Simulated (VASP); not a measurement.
# In3GaP4 in VASP: a series of runs

The runs below take In3GaP4 through single point, with PBE.

Program: VASP 6.6.1. These are calculated values, not measurements. Logs are shortened: lines on timing, memory, paths and dates and some standing lists are left out, and cuts for length are marked.

### Step 1. The cell of the first run

The structure is tetragonal, space group P-4m2 (No. 115). Conventional cell: a = 4.127 Å, b = 4.127 Å, c = 11.740 Å, α = 90.00°, β = 90.00°, γ = 90.00°. Within 3.4 Å of In (site symmetry 2mm) lie 4 P at 2.56 to 2.57 Å. In (site symmetry -4m2) has 4 P at 2.56 Å within 3.4 Å. Ga (site symmetry -4m2) has 4 P at 2.44 Å within 3.2 Å. Within 3.4 Å of P (site symmetry 2mm) lie 4 In at 2.56 Å. P (site symmetry 2mm) has 2 Ga at 2.44 Å and 2 In at 2.57 Å within 3.2 Å.

### Step 2. Single point, PBE

The input, INCAR:

```
ALGO = Normal
EDIFF = 1E-7
ENCUT = 520
GGA = PE
ISIF = 2
ISMEAR = 0
LASPH = True
LCHARG = False
LREAL = False
LWAVE = False
NBANDS = 46
NELM = 60
PREC = Accurate
SIGMA = 0.1
```

The input, KPOINTS:

```
k-points
0
Gamma
  4 4 1
```

The input, POSCAR:

```
In3GaP4
1.0
    4.1268332000      0.0000000000      0.0000000000
    0.0000000000      4.1268332000      0.0000000000
    0.0000000000      0.0000000000     11.7397807000
In Ga P
3 1 4
Direct
    0.0000000000      0.0000000000      0.7408590000
    0.5000000000      0.5000000000      0.0000000000
    0.0000000000      0.0000000000      0.2591410000
    0.5000000000      0.5000000000      0.5000000000
    0.5000000000      0.0000000000      0.8704020000
    0.0000000000      0.5000000000      0.1295980000
    0.5000000000      0.0000000000      0.3895500000
    0.0000000000      0.5000000000      0.6104500000
```

Potentials or basis: VASP PAW PBE potentials, release 64 (In_d, Ga_d, P).

Run with:

```console
$ cat potpaw_PBE.64/In_d/POTCAR potpaw_PBE.64/Ga_d/POTCAR potpaw_PBE.64/P/POTCAR > POTCAR
$ mpirun -np 1 vasp_std > vasp.out
```

OUTCAR:

```text
EDIFF = 1E-7
   ENCUT = 520
   GGA = PE
   ISIF = 2
   ISMEAR = 0
   LASPH = True
   LREAL = False
   NELM = 60
   PREC = Accurate

 ion  position               nearest neighbor table
   1  0.000  0.000  0.741-   5 2.56   5 2.56   8 2.57   8 2.57
   2  0.500  0.500  0.000-   5 2.56   6 2.56   5 2.56   6 2.56
   3  0.000  0.000  0.259-   6 2.56   6 2.56   7 2.57   7 2.57
   4  0.500  0.500  0.500-   7 2.44   8 2.44   7 2.44   8 2.44
   5  0.500  0.000  0.870-   1 2.56   1 2.56   2 2.56   2 2.56
   6  0.000  0.500  0.130-   3 2.56   3 2.56   2 2.56   2 2.56
   7  0.500  0.000  0.390-   4 2.44   4 2.44   3 2.57   3 2.57
   8  0.000  0.500  0.610-   4 2.44   4 2.44   1 2.57   1 2.57

  LATTYP: Found a simple tetragonal cell.
 ALAT       =     4.1268332000
 C/A-ratio  =     2.8447432041

  Lattice vectors:

 A1 = (   4.1268332000,   0.0000000000,   0.0000000000)
 A2 = (   0.0000000000,   4.1268332000,   0.0000000000)
 A3 = (   0.0000000000,   0.0000000000,  11.7397807000)

Analysis of symmetry for initial positions (statically):
=====================================================================
 Subroutine PRICEL returns:
 Original cell was already a primitive cell.

 Routine SETGRP: Setting up the symmetry group for a
 simple tetragonal supercell.

 Subroutine GETGRP returns: Found  8 space group operations
 (whereof  8 operations were pure point group operations)
 out of a pool of 16 trial point group operations.

The static configuration has the point symmetry D_2d.

Analysis of symmetry for dynamics (positions and initial velocities):
=====================================================================
 Subroutine PRICEL returns:
 Original cell was already a primitive cell.

 Routine SETGRP: Setting up the symmetry group for a
 simple tetragonal supercell.

 Subroutine GETGRP returns: Found  8 space group operations
 (whereof  8 operations were pure point group operations)
 out of a pool of 16 trial point group operations.

The dynamic configuration has the point symmetry D_2d.

 Subroutine INISYM returns: Found  8 space group operations
 (whereof  8 operations are pure point group operations),
 and found     1 'primitive' translations

[... 88 lines left out ...]
   LREAL  =      F    real-space projection
   EDIFFG = 0.1E-05   stopping-criterion for IOM
   NSW    =      0    number of steps for IOM
   IBRION =     -1    ionic relax: 0-MD 1-quasi-New 2-CG
   NFREE  =      0    steps in history (QN), initial steepest desc. (CG)
   ISIF   =      2    stress and relaxation
   ISYM   =      2    0-nonsym 1-usesym 2-fastsym
   POTIM  = 0.5000    time-step for ionic-motion
   TEBEG  =    0.0;   TEEND  =   0.0 temperature during run
   PSTRESS=    0.0 pullay stress
   NELECT =      72.0000    total number of electrons
   NUPDOWN=      -1.0000    fix difference up-down
   EMIN   =  10.00;   EMAX   =-10.00  energy-range for DOS
   EFERMI =   0.00;   METHOD = LEGACY
   ISMEAR =     0;   SIGMA  =   0.10  broadening in eV -4-tet -1-fermi 0-gaus
   EFERMI_NEDOS =   21; number of points for ismear=-14 and -15
   IALGO  =     38    algorithm
   IMIX   =      4    mixing-type and parameters
     AMIX     =   0.40;   BMIX     =  1.00
     AMIX_MAG =   1.60;   BMIX_MAG =  1.00
  volume/ion in A,a.u.               =      24.99       168.66
  Fermi-wavevector in a.u.,A,eV,Ry     =   1.164719  2.200999 18.457251  1.356570
  Thomas-Fermi vector in A             =   2.301253
   LORBIT       =      0    0 simple, 1 ext, 2 COOP (PROOUT), +10 PAW based schemes
   GGA     = PE    functional components
   LHFCALC =     F    Hartree Fock is set to
   AEXX    =    0.0000 exact exchange contribution
   IVDW    =     0    specifies the selected vdW correction
   LEPSILON=     F    determine dielectric tensor
   LRPA    =     F    only Hartree local field effects (RPA)
 non-spin polarized calculation
 Gauss-broadening in eV      SIGMA  =   0.10
  energy-cutoff  :      520.00
  volume of cell :      199.94
 maximum number of plane-waves:      5396
 NGX is ok and might be reduce to    32
   NGX = 15   NGY = 15   NGZ = 43

 number of electron      71.9999968 magnetization

 Free energy of the ion-electron system (eV)
  ---------------------------------------------------
  ext. energy  EPLUGINS =         0.00000000
  ---------------------------------------------------
  free energy    TOTEN  =       -34.01846838 eV

  energy without entropy =      -34.01846382  energy(sigma->0) =      -34.01846610

 E-fermi :   4.9625     XC(G=0):  -9.2088

 val. band max:        4.6793199888   @ k =   0.0000   0.0000   0.0000
 cond. band min:       5.2338970310   @ k =   0.0000   0.0000   0.0000
 fundamental gap:      0.5545770421
 Fermi energy:         4.9625143782

 k-point     1 :       0.0000    0.0000    0.0000
  band No.  band energies     occupation
      1      -9.9623      2.00000
      2      -9.9160      2.00000
      3      -9.9160      2.00000
      4      -9.8890      2.00000
      5      -9.8312      2.00000
      6      -9.6259      2.00000
[... 283 lines left out ...]
     45      10.1159      0.00000
     46      10.1159      0.00000

------------------------ aborting loop because EDIFF is reached ----------------------------------------

  FORCE on cell =-STRESS in cart. coord.  units (eV):
  Direction    XX          YY          ZZ          XY          YZ          ZX
  --------------------------------------------------------------------------------------
  -------------------------------------------------------------------------------------
  Total        0.1986254      0.1986254     -0.6119597      0.0000000      0.0000000      0.0000000
  in kB        1.5916647      1.5916647     -4.9038771      0.0000000      0.0000000      0.0000000
  external PRESSURE =      -0.5735159 kB  Pullay stress =       0.0000000 kB

 VOLUME and BASIS-vectors are now :
 -----------------------------------------------------------------------------
  energy-cutoff  :      520.00
  volume of cell :      199.94
      direct lattice vectors                 reciprocal lattice vectors
     4.126833200  0.000000000  0.000000000     0.242316554  0.000000000  0.000000000
     0.000000000  4.126833200  0.000000000     0.000000000  0.242316554  0.000000000
     0.000000000  0.000000000 11.739780700     0.000000000  0.000000000  0.085180467

 POSITION                                       TOTAL-FORCE (eV/Angst)
 -----------------------------------------------------------------------------------
      0.00000      0.00000      8.69752         0.000000      0.000000     -0.005467
      2.06342      2.06342      0.00000         0.000000      0.000000     -0.000000
      0.00000      0.00000      3.04226         0.000000      0.000000      0.005467
      2.06342      2.06342      5.86989         0.000000     -0.000000     -0.000000
      2.06342      0.00000     10.21833         0.000000      0.000000      0.002067
      0.00000      2.06342      1.52145        -0.000000      0.000000     -0.002067
      2.06342      0.00000      4.57323         0.000000      0.000000      0.021712
      0.00000      2.06342      7.16655         0.000000      0.000000     -0.021712
 -----------------------------------------------------------------------------------
    total drift:                                0.000000     -0.000000     -0.000000

  FREE ENERGIE OF THE ION-ELECTRON SYSTEM (eV)
  ---------------------------------------------------
  free  energy   TOTEN  =       -34.0184683772 eV

  energy  without entropy=      -34.0184638249  energy(sigma->0) =      -34.01846610
```

OSZICAR:

```text
N       E                     dE             d eps       ncg     rms          rms(c)
DAV:   1     0.708302492581E+03    0.70830E+03   -0.32669E+04   558   0.192E+03
DAV:   2     0.767028117900E+02   -0.63160E+03   -0.61327E+03   560   0.518E+02
DAV:   3    -0.281244953506E+02   -0.10483E+03   -0.10207E+03   646   0.200E+02
DAV:   4    -0.352593425062E+02   -0.71348E+01   -0.70898E+01   704   0.497E+01
DAV:   5    -0.355417939171E+02   -0.28245E+00   -0.28228E+00   788   0.103E+01    0.108E+01
DAV:   6    -0.340914716069E+02    0.14503E+01   -0.29533E+00   770   0.165E+01    0.611E+00
DAV:   7    -0.340253814018E+02    0.66090E-01   -0.13958E+00   830   0.506E+00    0.210E+00
DAV:   8    -0.340176814097E+02    0.77000E-02   -0.21553E-01   766   0.392E+00    0.102E+00
DAV:   9    -0.340191300263E+02   -0.14486E-02   -0.41915E-02   746   0.248E+00    0.329E-01
DAV:  10    -0.340181502726E+02    0.97975E-03   -0.93678E-03   774   0.109E+00    0.112E-01
DAV:  11    -0.340183700814E+02   -0.21981E-03   -0.12624E-03   728   0.199E-01    0.894E-02
DAV:  12    -0.340184031909E+02   -0.33109E-04   -0.13385E-04   826   0.682E-02    0.720E-02
DAV:  13    -0.340184644243E+02   -0.61233E-04   -0.18119E-04   620   0.679E-02    0.677E-02
DAV:  14    -0.340184670164E+02   -0.25922E-05   -0.19037E-05   636   0.286E-02    0.104E-02
DAV:  15    -0.340184684133E+02   -0.13969E-05   -0.24420E-06   660   0.825E-03    0.663E-03
DAV:  16    -0.340184683772E+02    0.36031E-07   -0.24160E-07   608   0.271E-03
   1 F= -.34018468E+02 E0= -.34018466E+02  d E =-.455233E-05
```

Run time: 35 s. Hardware: 1 thread of Intel Xeon 6975P-C (Granite Rapids), shared host; peak memory 0.3 GiB.

Results:

- Free energy: -34.0185 eV
- Pressure: -0.1 GPa
- Largest force: 0.022 eV/Å
- Band gap on the k mesh: 0.55 eV

Forces in eV/Å, atoms in the order of the input:
```
In   0.000  0.000 -0.005
In   0.000  0.000  0.000
In   0.000  0.000  0.005
Ga   0.000  0.000  0.000
P    0.000  0.000  0.002
P    0.000  0.000 -0.002
P    0.000  0.000  0.022
P    0.000  0.000 -0.022
```

Caveat: the k points lie up to 0.54 Å⁻¹ apart; spin-orbit coupling is left out, which moves the levels of the heavy elements.

### Step 3. Single point, PBE

The input, INCAR:

```
SYSTEM = In3GaP4
ALGO = Normal
EDIFF = 1E-7
ENCUT = 520
GGA = PE
ISIF = 2
ISMEAR = 0
LASPH = .True.
LCHARG = .False.
LREAL = .False.
LWAVE = .False.
NBANDS = 46
NELM = 80
PREC = Accurate
SIGMA = 0.1
```

The input, KPOINTS:

```
k-points
0
Gamma
  4 4 1
  0 0 0
```

The input, POSCAR:

```
In3GaP4
1.0
    4.1444802499     -0.0000374975      0.0002406300
   -0.0000394221      4.1462903546     -0.0004205189
   -0.0006507375     -0.0006447063     11.6283057534
In Ga P
3 1 4
Direct
   -0.0002566770      0.0001663075      0.7405246806
    0.4999337636      0.5001397625     -0.0000228266
    0.0002369503     -0.0001929547      0.2594363767
    0.5001055892      0.5000083440      0.4999932005
    0.4998118875      0.0000316098      0.8702848511
   -0.0000825437      0.4998262032      0.1297513314
    0.5002105658     -0.0000595054      0.3899827218
    0.0000404642      0.5000802330      0.6100496647
```

Potentials or basis: VASP PAW PBE potentials, release 64 (In_d, Ga_d, P).

Run with:

```console
$ cat potpaw_PBE.64/In_d/POTCAR potpaw_PBE.64/Ga_d/POTCAR potpaw_PBE.64/P/POTCAR > POTCAR
$ mpirun -np 1 vasp_std > vasp.out
```

Run time: 50 s. Hardware: 1 thread of Intel Xeon 6975P-C (Granite Rapids), shared host; peak memory 0.32 GiB.

It converged, with:

```
Free energy            : -34.0224 eV
Pressure               : 0.0 GPa
Largest force          : 0.005 eV/Å
Band gap on the k mesh : 0.57 eV
```

Forces in eV/Å, atoms in the order of the input:
```
In   0.002 -0.001  0.000
In  -0.001 -0.002  0.001
In  -0.001  0.001  0.000
Ga  -0.001 -0.001 -0.001
P   -0.001  0.002  0.000
P    0.002  0.000 -0.001
P   -0.001  0.001 -0.005
P    0.000  0.000  0.005
```

Levels at points of the mesh, in eV from the valence-band top:
| k point | band 33 | band 34 | band 35 | band 36 | band 37 | band 38 | band 39 | band 40 |
| --- | --- | --- | --- | --- | --- | --- | --- | --- |
| (0.00, 0.00, 0.00) | -1.25 | -0.05 | 0.00 | 0.00 | 0.57 | 1.70 | 1.78 | 2.41 |
| (0.50, 0.00, 0.00) | -0.92 | -0.91 | -0.85 | -0.83 | 1.14 | 1.50 | 2.61 | 3.14 |
| (0.00, 0.50, 0.00) | -0.92 | -0.91 | -0.85 | -0.83 | 1.15 | 1.50 | 2.62 | 3.15 |
| (0.50, 0.50, 0.00) | -2.32 | -2.25 | -2.25 | -2.16 | 1.81 | 1.81 | 2.09 | 2.26 |

Caveat: the k points lie up to 0.54 Å⁻¹ apart; spin-orbit coupling is left out, which moves the levels of the heavy elements.

### Step 4. Single point, PBE

The input, INCAR:

```
ALGO     = Normal         # electronic algorithm
EDIFF    = 1E-7           # SCF threshold, eV
ENCUT    = 520            # plane-wave cutoff, eV
GGA      = PE             # functional
ISIF     = 2              # what is computed and relaxed
ISMEAR   = 0              # smearing method
LASPH    = T              # aspherical terms in the spheres
LCHARG   = F              # write CHGCAR
LREAL    = F              # projectors in reciprocal space
LWAVE    = F              # write WAVECAR
NBANDS   = 46             # bands
NELM     = 80             # most SCF steps
PREC     = Accurate       # precision mode
SIGMA    = 0.1            # smearing width, eV
```

The input, KPOINTS:

```
k-points
0
Gamma
  4 4 2
```

The input, POSCAR:

```
In3GaP4
1.0
    4.1268332000      0.0000000000      0.0000000000
    0.0000000000      4.1268332000      0.0000000000
    0.0000000000      0.0000000000     11.7397807000
In Ga P
3 1 4
Direct
    0.0000000000      0.0000000000      0.7408590000
    0.5000000000      0.5000000000      0.0000000000
    0.0000000000      0.0000000000      0.2591410000
    0.5000000000      0.5000000000      0.5000000000
    0.5000000000      0.0000000000      0.8704020000
    0.0000000000      0.5000000000      0.1295980000
    0.5000000000      0.0000000000      0.3895500000
    0.0000000000      0.5000000000      0.6104500000
```

Run with:

```console
$ cat potpaw_PBE.64/In_d/POTCAR potpaw_PBE.64/Ga_d/POTCAR potpaw_PBE.64/P/POTCAR > POTCAR
$ mpirun -np 1 vasp_std > vasp.out
```

Wall time 68 s (1 thread of Intel Xeon 6975P-C (Granite Rapids), shared host); peak memory 0.33 GiB.

It converged, with:

```
Free energy            : -34.0414 eV
Pressure               : 0.0 GPa
Largest force          : 0.012 eV/Å
Band gap on the k mesh : 0.56 eV
```

Forces in eV/Å, atoms in the order of the input:
```
In   0.000  0.000  0.000
In   0.000  0.000  0.000
In   0.000  0.000  0.000
Ga   0.000  0.000  0.000
P    0.000  0.000  0.000
P    0.000  0.000  0.000
P    0.000  0.000  0.012
P    0.000  0.000 -0.012
```

Stress tensor (GPa, compression positive):
```
 0.18  0.00  0.00
 0.00  0.18  0.00
 0.00  0.00 -0.39
```

Levels at points of the mesh, in eV from the valence-band top:
```csv
k point,band 32,band 33,band 34,band 35,band 36,band 37,band 38,band 39,band 40,band 41
"(0.00, 0.00, 0.00)",-1.24,-1.24,-0.11,0.00,0.00,0.56,1.73,1.84,2.44,2.63
"(0.50, 0.00, 0.00)",-0.99,-0.98,-0.89,-0.82,-0.80,1.14,1.48,2.64,3.17,4.61
"(0.50, 0.50, 0.00)",-2.88,-2.36,-2.30,-2.30,-2.20,1.76,1.76,2.04,2.20,4.23
"(0.00, 0.00, 0.50)",-1.67,-0.59,-0.59,-0.41,-0.41,1.58,1.68,2.21,2.22,2.44
"(0.50, 0.00, 0.50)",-1.82,-1.50,-0.88,-0.83,-0.82,1.73,2.32,2.39,2.44,4.42
"(0.50, 0.50, 0.50)",-2.66,-2.60,-2.56,-2.56,-2.49,2.63,2.63,2.74,2.74,2.82
```

Caveat: spin-orbit coupling is left out, which moves the levels of the heavy elements.

### Step 5. Overview

| cell | k mesh | gap on the mesh (eV) | pressure (GPa) | largest force (eV/Å) |
| --- | --- | --- | --- | --- |
| a = 4.127, b = 4.127, c = 11.740 Å, 8 atoms | 4 × 4 × 1 | 0.55 | -0.1 | 0.02 |
| a = 4.144, b = 4.146, c = 11.628 Å, 8 atoms | 4 × 4 × 1 | 0.57 | 0.0 | 0.01 |
| a = 4.127, b = 4.127, c = 11.740 Å, 8 atoms | 4 × 4 × 2 | 0.56 | 0.0 | 0.01 |

Alike in all rows: task single point; level PBE; potentials or basis VASP PAW PBE potentials, release 64 (In_d, Ga_d, P); no spin polarisation; cutoff (eV) 520; smearing gaussian 0.1 eV.

Caveats: some runs use coarse meshes; spin-orbit coupling is left out, which moves the levels of the heavy elements.

Absolute energies hang on the potentials; compare differences alone.
